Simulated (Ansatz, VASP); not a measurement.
# ZnS: VASP beside Ansatz

File POSCAR:

```
ZnS
1.0
    0.0000000000      2.6587556500      2.6587556500
    2.6587556500      0.0000000000      2.6587556500
    2.6587556500      2.6587556500      0.0000000000
Zn S
1 1
Direct
    0.2500000000      0.2500000000      0.2500000000
    0.0000000000      0.0000000000      0.0000000000
```

Contents of INCAR.step1:

```
  ALGO = Normal
  EDIFF = 1E-4
  ENCUT = 520
  GGA = PE
  ISMEAR = -1
  LASPH = True
  LCHARG = False
  LREAL = False
  LWAVE = True
  NELM = 60
  PREC = Accurate
  SIGMA = 0.02
```

INCAR.step2

```
  ALGO = Normal
  EDIFF = 1E-6
  EDIFFG = -0.01
  ENCUT = 520
  IBRION = 2
  ISIF = 2
  ISMEAR = -1
  ISTART = 1
  LASPH = True
  LCHARG = False
  LMIXTAU = True
  LREAL = False
  LWAVE = False
  METAGGA = R2SCAN
  NELM = 60
  NSW = 50
  PREC = Accurate
  SIGMA = 0.02
```

The input KPOINTS:

```
k-points
0
Gamma
  10 10 10
```

Input for Ansatz:

```yaml
crystal:
  lattice:
    - [0.0, 2.65875567, 2.65875567]
    - [2.65875567, 0.0, 2.65875567]
    - [2.65875567, 2.65875567, 0.0]
  atoms:
    - { symbol: Zn, position: [0.25, 0.25, 0.25] }
    - { symbol: S, position: [0.0, 0.0, 0.0] }
  symmetry: { tolerance: 0.0003 }
hamiltonian:
  xc: r2scan
  pseudopotentials: { kind: paw, azcp: { folder: soft_1 } }
basis:
  ecutwfc: 500
magnetization:
  spin_polarized: false
scf:
  occupations: { method: fermi_dirac, width: 0.02 }
kpoints:
  mp_grid: { grid: [10, 10, 10], shift: [0, 0, 0] }
  band_path:
    path:
      - [0.0, 0.0, 0.0]
      - [-0.5, -0.5, 0.0]
      - [-0.375, -0.375, 0.25]
      - [-0.375, 0.0, 0.375]
      - [0.0, 0.0, 0.0]
      - [0.0, 0.0, 0.5]
      - [-0.5, -0.25, 0.25]
      - [-0.5, -0.5, 0.0]
    npoints: 10
output:
  forces: true
  stress: true
  eigenvalues: true
  write_potential: true
  elf: true
  volumetric_format: npy
  dos: { e_range: [-12, 8], de: 0.05 }
relax:
  max_steps: 30
```

Alike in both runs: task relaxation of the atoms; functional r2SCAN; k mesh 10 × 10 × 10; occupations fermi-dirac, width 0.02 eV; no spin polarisation.

```csv
,VASP,Ansatz
version,VASP 6.6.1,Ansatz 0.2.0
potentials or method,"VASP PAW PBE potentials, release 64 (Zn, S), cutoff 520 eV",PAW plane waves
valence electrons in the cell,18,18
```

Ansatz gave:

```
gap on the k mesh at the Fermi level, each at its own relaxed structure (eV) : 2.89
```

Q: Estimate VASP's values.

A: gap on the k mesh at the Fermi level, each at its own relaxed structure (eV): 2.90.

VASP's potentials were made for PBE, not for r2SCAN. Ansatz's warnings: stress scf threshold loose.

Noted on VASP's run: the relaxation stopped at its first step, so nothing moved.
